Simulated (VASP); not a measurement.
# Y in VASP: single point with PBE

Aim: the single point of Y with PBE.

All numbers are computed with VASP 6.6.1; they aren't measurements. Logs are shortened: lines on timing, memory, paths and dates and some standing lists are left out, and cuts for length are marked.

## (1) The cell of the first run

The cell holds a slab with vacuum, 4 atoms: a = 3.647 Å, b = 3.647 Å, c = 24.596 Å, α = 90.00°, β = 90.00°, γ = 120.00°.

## (2) Single point, PBE

Input file INCAR:

```
ALGO     = Normal         # electronic algorithm
DIPOL    = 0.5 0.5 0.500
EDIFF    = 1E-7           # SCF threshold, eV
ENCUT    = 520            # plane-wave cutoff, eV
GGA      = PE             # functional
IDIPOL   = 3            
ISIF     = 2              # what is computed and relaxed
ISMEAR   = -1             # smearing method
LASPH    = T              # aspherical terms in the spheres
LCHARG   = F              # write CHGCAR
LDIPOL   = T            
LREAL    = F              # projectors in reciprocal space
LWAVE    = F              # write WAVECAR
NBANDS   = 30             # bands
NELM     = 60             # most SCF steps
PREC     = Accurate       # precision mode
SIGMA    = 0.05           # smearing width, eV
```

Input file KPOINTS:

```
k-points
0
Gamma
  5 5 1
```

Input file POSCAR:

```
Y
1.0
    3.6474000000      0.0000000000      0.0000000000
   -1.8237000000      3.1587410578      0.0000000000
    0.0000000000      0.0000000000     24.5959000000
Y
4
Direct
    0.3333330000      0.6666670000      0.3252574616
    0.6666670000      0.3333330000      0.4417524872
    0.3333330000      0.6666670000      0.5582475128
    0.6666670000      0.3333330000      0.6747425384
```

Potentials or basis: VASP PAW PBE potentials, release 64 (Y_sv).

Run with:

```
$ cat potpaw_PBE.64/Y_sv/POTCAR > POTCAR
$ mpirun -np 1 vasp_std > vasp.out
```

OUTCAR:

```text
EDIFF = 1E-7
   ENCUT = 520
   GGA = PE
   ISIF = 2
   ISMEAR = -1
   LASPH = T
   LREAL = F
   NELM = 60
   PREC = Accurate

 ion  position               nearest neighbor table
   1  0.333  0.667  0.325-   2 3.56   2 3.56   2 3.56
   2  0.667  0.333  0.442-   1 3.56   3 3.56   1 3.56   3 3.56   1 3.56   3 3.56
   3  0.333  0.667  0.558-   4 3.56   2 3.56   4 3.56   2 3.56   4 3.56   2 3.56
   4  0.667  0.333  0.675-   3 3.56   3 3.56   3 3.56

  LATTYP: Found a hexagonal cell.
 ALAT       =     3.6474000000
 C/A-ratio  =     6.7434062620

  Lattice vectors:

 A1 = (   3.6474000000,   0.0000000000,   0.0000000000)
 A2 = (  -1.8237000000,   3.1587410578,   0.0000000000)
 A3 = (   0.0000000000,   0.0000000000,  24.5959000000)

Analysis of symmetry for initial positions (statically):
=====================================================================
 Subroutine PRICEL returns:
 Original cell was already a primitive cell.

 Routine SETGRP: Setting up the symmetry group for a
 hexagonal supercell.

 Subroutine GETGRP returns: Found 12 space group operations
 (whereof 12 operations were pure point group operations)
 out of a pool of 24 trial point group operations.

The static configuration has the point symmetry D_3d.

Analysis of symmetry for dynamics (positions and initial velocities):
=====================================================================
 Subroutine PRICEL returns:
 Original cell was already a primitive cell.

 Routine SETGRP: Setting up the symmetry group for a
 hexagonal supercell.

 Subroutine GETGRP returns: Found 12 space group operations
 (whereof 12 operations were pure point group operations)
 out of a pool of 24 trial point group operations.

The dynamic configuration has the point symmetry D_3d.

 Subroutine INISYM returns: Found 12 space group operations
 (whereof 12 operations are pure point group operations),
 and found     1 'primitive' translations

----------------------------------------------------------------------------------------

                                     Primitive cell

  volume of cell :     283.3741

  direct lattice vectors                    reciprocal lattice vectors
     3.647400000  0.000000000  0.000000000     0.274167900  0.158290911  0.000000000
    -1.823700000  3.158741058  0.000000000     0.000000000  0.316581822  0.000000000
     0.000000000  0.000000000 24.595900000     0.000000000  0.000000000  0.040657183

  length of vectors
     3.647400000  3.647400000 24.595900000     0.316581822  0.316581822  0.040657183

  position of ions in fractional coordinates (direct lattice)
     0.333333000  0.666667000  0.325257462
     0.666667000  0.333333000  0.441752487
     0.333333000  0.666667000  0.558247513
     0.666667000  0.333333000  0.674742538

  ion indices of the primitive-cell ions
   primitive index   ion index
                 1           1
                 2           2
                 3           3
                 4           4

----------------------------------------------------------------------------------------

 KPOINTS: k-points

Automatic generation of k-mesh.
 Grid dimensions read from file:
 generate k-points for:    5    5    1

 Generating k-lattice:

  Cartesian coordinates                     Fractional coordinates (reciprocal lattice)
     0.054833580  0.031658182  0.000000000     0.200000000  0.000000000  0.000000000
     0.000000000  0.063316364  0.000000000     0.000000000  0.200000000  0.000000000
     0.000000000  0.000000000  0.040657183     0.000000000  0.000000000  1.000000000

  Length of vectors
     0.063316364  0.063316364  0.040657183

  Shift w.r.t. Gamma in fractional coordinates (k-lattice)
     0.000000000  0.000000000  0.000000000

 Subroutine IBZKPT returns following result:
 ===========================================

 Found      5 irreducible k-points:

 Following reciprocal coordinates:
            Coordinates               Weight
  0.000000  0.000000  0.000000      1.000000
  0.200000  0.000000  0.000000      6.000000
  0.400000  0.000000  0.000000      6.000000
  0.200000  0.200000  0.000000      6.000000
  0.400000  0.200000  0.000000      6.000000
   k-points           NKPTS =      5   k-points in BZ     NKDIM =      5   number of bands    NBANDS=     30
   number of dos      NEDOS =    301   number of ions     NIONS =      4
   total plane-waves  NPLWV = 150528
   dimension x,y,z NGX =    28 NGY =   28 NGZ =  192
   dimension x,y,z NGXF=    56 NGYF=   56 NGZF=  384
   ions per type =               4
   NGX,Y,Z   is equivalent  to a cutoff of  12.76, 12.76, 12.98 a.u.
   NGXF,Y,Z  is equivalent  to a cutoff of  25.52, 25.52, 25.95 a.u.
 SYSTEM =  unknown system
   PREC   = accura    normal or accurate (medium, high low for compatibility)
   ISTART =      0    job   : 0-new  1-cont  2-samecut
   ICHARG =      2    charge: 1-file 2-atom 10-const
   ISPIN  =      1    spin polarized calculation?
   LNONCOLLINEAR =      F non collinear calculations
   LSORBIT =      F    spin-orbit coupling
   LASPH  =      T    aspherical Exc in radial PAW
   ENCUT  =  520.0 eV  38.22 Ry    6.18 a.u.   6.78  6.78 45.73*2*pi/ulx,y,z
   NELM   =     60;   NELMIN=  2; NELMDL= -5     # of ELM steps
   EDIFF  = 0.1E-06   stopping-criterion for ELM
   LREAL  =      F    real-space projection
   EDIFFG = 0.1E-05   stopping-criterion for IOM
   NSW    =      0    number of steps for IOM
   IBRION =     -1    ionic relax: 0-MD 1-quasi-New 2-CG
   NFREE  =      0    steps in history (QN), initial steepest desc. (CG)
   ISIF   =      2    stress and relaxation
   ISYM   =      2    0-nonsym 1-usesym 2-fastsym
   POTIM  = 0.5000    time-step for ionic-motion
   TEBEG  =    0.0;   TEEND  =   0.0 temperature during run
   PSTRESS=    0.0 pullay stress
   NELECT =      44.0000    total number of electrons
   NUPDOWN=      -1.0000    fix difference up-down
   EMIN   =  10.00;   EMAX   =-10.00  energy-range for DOS
   EFERMI =   0.00;   METHOD = LEGACY
   ISMEAR =    -1;   SIGMA  =   0.05  broadening in eV -4-tet -1-fermi 0-gaus
   EFERMI_NEDOS =   21; number of points for ismear=-14 and -15
   IALGO  =     38    algorithm
   IMIX   =      4    mixing-type and parameters
     AMIX     =   0.40;   BMIX     =  1.00
     AMIX_MAG =   1.60;   BMIX_MAG =  1.00
  volume/ion in A,a.u.               =      70.84       478.08
  Fermi-wavevector in a.u.,A,eV,Ry     =   0.879912  1.662792 10.534233  0.774244
  Thomas-Fermi vector in A             =   2.000200
   LORBIT       =      0    0 simple, 1 ext, 2 COOP (PROOUT), +10 PAW based schemes
   GGA     = PE    functional components
   LHFCALC =     F    Hartree Fock is set to
   AEXX    =    0.0000 exact exchange contribution
   IVDW    =     0    specifies the selected vdW correction
   LEPSILON=     F    determine dielectric tensor
   LRPA    =     F    only Hartree local field effects (RPA)
 non-spin polarized calculation
  energy-cutoff  :      520.00
  volume of cell :      283.37
 maximum number of plane-waves:      7662
 NGX is ok and might be reduce to    28
   NGX = 13   NGY = 13   NGZ = 91

 dipolmoment           0.000000      0.000000     -0.000000 electrons x Angstroem

 number of electron      44.0000002 magnetization

 dipolmoment           0.000000      0.000000      0.000000 electrons x Angstroem

 Free energy of the ion-electron system (eV)
  ---------------------------------------------------
  ext. energy  EPLUGINS =         0.00000000
  ---------------------------------------------------
  free energy    TOTEN  =       -24.30837969 eV

  energy without entropy =      -24.20672752  energy(sigma->0) =      -24.25755360

 E-fermi :  -0.2126     XC(G=0):  -5.1447

 val. band max:       -0.2572858139   @ k =   0.2000   0.2000   0.0000
 cond. band min:      -0.2124076865   @ k =   0.4000   0.2000   0.0000
 fundamental gap:      0.0448781274
 Fermi energy:        -0.2126074255

 k-point     1 :       0.0000    0.0000    0.0000
  band No.  band energies     occupation
      1     -43.3897      2.00000
      2     -43.3897      2.00000
      3     -42.8024      2.00000
      4     -42.7665      2.00000
      5     -23.4673      2.00000
      6     -23.4545      2.00000
[... 22 lines left out ...]
     29       1.5465      0.00000
     30       1.5522      0.00000

 k-point     2 :       0.2000    0.0000    0.0000
  band No.  band energies     occupation
      1     -43.3779      2.00000
      2     -43.3779      2.00000
      3     -42.7877      2.00000
      4     -42.7578      2.00000
      5     -23.4396      2.00000
      6     -23.4342      2.00000
[... 22 lines left out ...]
     29       1.8315      0.00000
     30       1.8427      0.00000

 k-point     3 :       0.4000    0.0000    0.0000
  band No.  band energies     occupation
      1     -43.3589      2.00000
      2     -43.3589      2.00000
      3     -42.7617      2.00000
      4     -42.7459      2.00000
      5     -23.4747      2.00000
      6     -23.4722      2.00000
[... 22 lines left out ...]
     29       1.5449      0.00000
     30       2.0443      0.00000

 k-point     4 :       0.2000    0.2000    0.0000
  band No.  band energies     occupation
      1     -43.3625      2.00000
      2     -43.3625      2.00000
      3     -42.7671      2.00000
      4     -42.7478      2.00000
      5     -23.4124      2.00000
      6     -23.4123      2.00000
[... 22 lines left out ...]
     29       1.5358      0.00000
     30       1.7708      0.00000

 k-point     5 :       0.4000    0.2000    0.0000
  band No.  band energies     occupation
      1     -43.3530      2.00000
      2     -43.3530      2.00000
      3     -42.7516      2.00000
      4     -42.7443      2.00000
      5     -23.4642      2.00000
      6     -23.4629      2.00000
[... 22 lines left out ...]
     29       0.9758      0.00000
     30       2.0560      0.00000

------------------------ aborting loop because EDIFF is reached ----------------------------------------

 vacuum level on the upper side and lower side of the slab       (xc-potential included)        -0.155        -0.155

  FORCE on cell =-STRESS in cart. coord.  units (eV):
  Direction    XX          YY          ZZ          XY          YZ          ZX
  --------------------------------------------------------------------------------------
  -------------------------------------------------------------------------------------
  Total       -1.1424343     -1.1424343     -1.4100370      0.0000000     -0.0000000     -0.0000000
  in kB       -6.4592440     -6.4592440     -7.9722509      0.0000000     -0.0000000     -0.0000000
  external PRESSURE =      -6.9635797 kB  Pullay stress =       0.0000000 kB

 VOLUME and BASIS-vectors are now :
 -----------------------------------------------------------------------------
  energy-cutoff  :      520.00
  volume of cell :      283.37
      direct lattice vectors                 reciprocal lattice vectors
     3.647400000  0.000000000  0.000000000     0.274167900  0.158290911  0.000000000
    -1.823700000  3.158741058  0.000000000     0.000000000  0.316581822  0.000000000
     0.000000000  0.000000000 24.595900000     0.000000000  0.000000000  0.040657183

 POSITION                                       TOTAL-FORCE (eV/Angst)
 -----------------------------------------------------------------------------------
     -0.00000      2.10583      8.00000         0.000000     -0.000000      0.207403
      1.82370      1.05291     10.86530         0.000000      0.000000     -0.132395
     -0.00000      2.10583     13.73060        -0.000000     -0.000000      0.132395
      1.82370      1.05291     16.59590        -0.000000      0.000000     -0.207403
 -----------------------------------------------------------------------------------
    total drift:                                0.000000      0.000000      0.000000

  FREE ENERGIE OF THE ION-ELECTRON SYSTEM (eV)
  ---------------------------------------------------
  free  energy   TOTEN  =       -24.3083796861 eV

  energy  without entropy=      -24.2067275175  energy(sigma->0) =      -24.25755360

 vacuum level on the upper side and lower side of the slab         2.935         2.935
```

Wall time 1.9 min (1 thread of Intel Xeon Platinum 8488C (Sapphire Rapids), shared host); peak memory 0.37 GiB.

Results:

```
Free energy            : -24.3084 eV
Largest force          : 0.207 eV/Å
Band gap on the k mesh : zero (band 22 reaches -0.03 eV, above the bottom of band 23 at -0.26 eV)
```

Forces in eV/Å, atoms in the order of the input:
```
Y    0.000  0.000  0.207
Y    0.000  0.000 -0.132
Y    0.000  0.000  0.132
Y    0.000  0.000 -0.207
```

Caveat: the k points lie up to 0.40 Å⁻¹ apart.
